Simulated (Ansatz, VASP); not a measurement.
**Two plane-wave programs on Ti**

```
CELL_PARAMETERS angstrom
-3.28200 0.00000 0.00000
0.00000 -3.28200 0.00000
0.00000 0.00000 9.84600
ATOMIC_POSITIONS crystal
Ti 0.50000 0.50000 0.16667
Ti 0.00000 0.00000 0.00000
Ti 0.50000 0.50000 0.50000
Ti 0.00000 0.00000 0.33333
Ti 0.50000 0.50000 0.83333
Ti 0.00000 0.00000 0.66667
```

Alike in both runs: task single point; functional r2SCAN; k mesh 14 × 14 × 5; occupations gaussian, width 0.15 eV; no spin polarisation.

```csv
,VASP,Ansatz
version,VASP 6.6.1,Ansatz 0.2.0
potentials or method,"VASP PAW PBE potentials, release 64 (Ti_sv), cutoff 520 eV","scalar-relativistic, plane waves, PAW"
valence electrons in the cell,72,72
```

VASP gave:

```
gap on the k mesh at the Fermi level (eV) : none
pressure (GPa)                            : -2.4
```

Q: Which values does Ansatz return?

A: gap on the k mesh at the Fermi level (eV): none; pressure (GPa): -2.8.

VASP's potentials were made for PBE, not for r2SCAN. A gap of «none» marks a metal or a gap that the smearing closes.
